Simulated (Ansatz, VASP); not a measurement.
## Sc: VASP beside Ansatz

```
CELL_PARAMETERS angstrom
3.15869 0.00000 0.00000
1.48181 2.80570 0.00000
1.52806 0.91393 2.63804
ATOMIC_POSITIONS crystal
Sc 0.00000 0.00000 0.00000
```

Change from the starting cell: volume scaled by 0.96.

Alike in both runs: task single point; functional PBE; k mesh 10 × 10 × 10; occupations fermi-dirac, width 0.05 eV; no spin polarisation.

|  | VASP | Ansatz |
| --- | --- | --- |
| version | VASP 6.6.1 | Ansatz 0.2.0 |
| potentials or method | VASP PAW PBE potentials, release 64 (Sc_sv), cutoff 520 eV | all-electron LAPW, scalar-relativistic |

VASP gave:

| Property | Result |
| --- | --- |
| gap on the k mesh at the Fermi level (eV) | none |
| pressure (GPa) | 3.1 |
| traceless stress, the component that is largest in VASP (GPa) | 1.08 |

Question: Which values does Ansatz return?

Answer: gap on the k mesh at the Fermi level (eV): none; pressure (GPa): 3.0; traceless stress, the component that is largest in VASP (GPa): 1.07.

A gap of «none» marks a metal or a gap that the smearing closes. Ansatz ran all-electron here, and VASP with PAW potentials.
